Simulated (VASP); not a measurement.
A run of VASP 6.6.1 is set up as follows.

Contents of INCAR:

```
  PREC = Accurate
  ENCUT = 520
  EDIFF = 1E-6
  ISMEAR = -1
  SIGMA = 0.1
  LREAL = False
  LASPH = True
  NELM = 100
  ALGO = Normal
  ISIF = 2
  LWAVE = False
  LCHARG = False
  GGA = RE
  NBANDS = 11
```

File KPOINTS:

```
Automatic mesh
0
Gamma
  12 12 12
```

Contents of POSCAR:

```
Hf
1.0
    2.8597465197      0.0000000000      0.0000000000
    0.0000000000      2.8597465197      0.0000000000
    0.0000000000      0.0000000000      2.8597465197
Hf
1
Direct
    0.0000000000      0.0000000000      0.0000000000
```

Potentials or basis: VASP PAW PBE potentials, release 64 (Hf_pv).

Run with:

```bash
$ cat potpaw_PBE.64/Hf_pv/POTCAR > POTCAR
$ mpirun -np 1 vasp_std > vasp.out
```

(1) Predict the pressure.

(2) Predict the band gap on the k mesh.

Answers

(1) 6.6 GPa.

(2) zero (band 5 reaches 5.20 eV, above the bottom of band 6 at 2.70 eV).

Caveat: the PAW data sets were made with another functional, which shifts forces and pressure a little; spin-orbit coupling is left out, which moves the levels of the heavy elements.
